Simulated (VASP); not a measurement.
A run of VASP 6.6.1 is set up as follows.

Contents of POSCAR:

```
Sb
1.0
   -4.0300106443      4.0300106443      2.0254867038
    4.0300106443     -4.0300106443      2.0254867038
    4.0300106443      4.0300106443     -2.0254867038
Sb
4
Direct
    0.6512630600      0.1512630600      0.8025261200
    0.1512630600      0.3487369400      0.5000000000
    0.3487369400      0.8487369400      0.1974738800
    0.8487369400      0.6512630600      0.5000000000
```

File INCAR.step1:

```
SYSTEM = Sb
PREC     = Accurate       ! precision mode
ENCUT    = 520            ! plane-wave cutoff, eV
EDIFF    = 1E-5           ! SCF threshold, eV
ISMEAR   = 1              ! smearing method
SIGMA    = 0.1            ! smearing width, eV
LREAL    = .FALSE.        ! projectors in reciprocal space
LASPH    = .TRUE.         ! aspherical terms in the spheres
NELM     = 60             ! most SCF steps
ALGO     = Normal         ! electronic algorithm
ISIF     = 2              ! what is computed and relaxed
LWAVE    = .TRUE.         ! write WAVECAR
LCHARG   = .FALSE.        ! write CHGCAR
GGA      = PE             ! functional
NBANDS   = 18             ! bands
```

File INCAR.step2:

```
SYSTEM = Sb
PREC     = Accurate       ! precision mode
ENCUT    = 520            ! plane-wave cutoff, eV
EDIFF    = 1E-6           ! SCF threshold, eV
ISMEAR   = 1              ! smearing method
SIGMA    = 0.1            ! smearing width, eV
LREAL    = .FALSE.        ! projectors in reciprocal space
LASPH    = .TRUE.         ! aspherical terms in the spheres
NELM     = 60             ! most SCF steps
ALGO     = Normal         ! electronic algorithm
ISIF     = 2              ! what is computed and relaxed
LWAVE    = .FALSE.        ! write WAVECAR
LCHARG   = .FALSE.        ! write CHGCAR
GGA      = PE             ! functional
LHFCALC  = .TRUE.         ! exact exchange
HFSCREEN = 0.2079         ! screening, 1/A
PRECFOCK = Normal       
ISTART   = 1            
NBANDS   = 18             ! bands
```

The input KPOINTS:

```
regular mesh
0
G
  4 4 4
  0 0 0
```

Potentials or basis: VASP PAW PBE potentials, release 64 (Sb).

The run is started by

```bash
$ cat potpaw_PBE.64/Sb/POTCAR > POTCAR
$ cp INCAR.step1 INCAR
$ mpirun -np 1 vasp_std > vasp.out
$ cp INCAR.step2 INCAR
$ mpirun -np 1 vasp_std > vasp.out
```

(1) Estimate the band gap on the k mesh.

(2) Estimate the pressure.

Answers

(1) zero (bands 10 and 11 overlap by 1.97 eV).

(2) -1.4 GPa.

Caveat: the k points lie up to 0.43 Å⁻¹ apart, too coarse for converged energies and pressures of a metal; the PAW data sets were made with another functional, which shifts forces and pressure a little; spin-orbit coupling is left out, which moves the levels of the heavy elements.
